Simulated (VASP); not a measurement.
Here is a VASP 6.6.1 calculation.

INCAR

```
SYSTEM = TiCo3
PREC = Accurate
ENCUT = 520
EDIFF = 1E-6
ISMEAR = 0
SIGMA = 0.1
LREAL = .FALSE.
LASPH = .TRUE.
NELM = 150
ALGO = Normal
ISIF = 2
LWAVE = .FALSE.
LCHARG = .FALSE.
ISPIN = 2
MAGMOM = -0.41 1.22 1.22 1.22
LORBIT = 11
LMAXMIX = 4
GGA = PS
NBANDS = 32
```

Contents of KPOINTS:

```
Automatic mesh
0
G
  12 12 12
  0 0 0
```

File POSCAR:

```
TiCo3
1.0
    3.6140000000      0.0000000000      0.0000000000
    0.0000000000      3.6140000000      0.0000000000
    0.0000000000      0.0000000000      3.6140000000
Ti Co
1 3
Direct
    0.0000000000      0.0000000000      0.0000000000
    0.0000000000      0.5000000000      0.5000000000
    0.5000000000      0.0000000000      0.5000000000
    0.5000000000      0.5000000000      0.0000000000
```

Potentials or basis: VASP PAW PBE potentials, release 64 (Ti_sv, Co).

Command:

```sh
$ cat potpaw_PBE.64/Ti_sv/POTCAR potpaw_PBE.64/Co/POTCAR > POTCAR
$ mpirun -np 1 vasp_std > vasp.out
```

Question: Predict the net moment.

Answer: 0.00 μB per cell.

Question: Predict the pressure.

Answer: -15.4 GPa.

Caveat: the PAW data sets were made with another functional, which shifts forces and pressure a little.
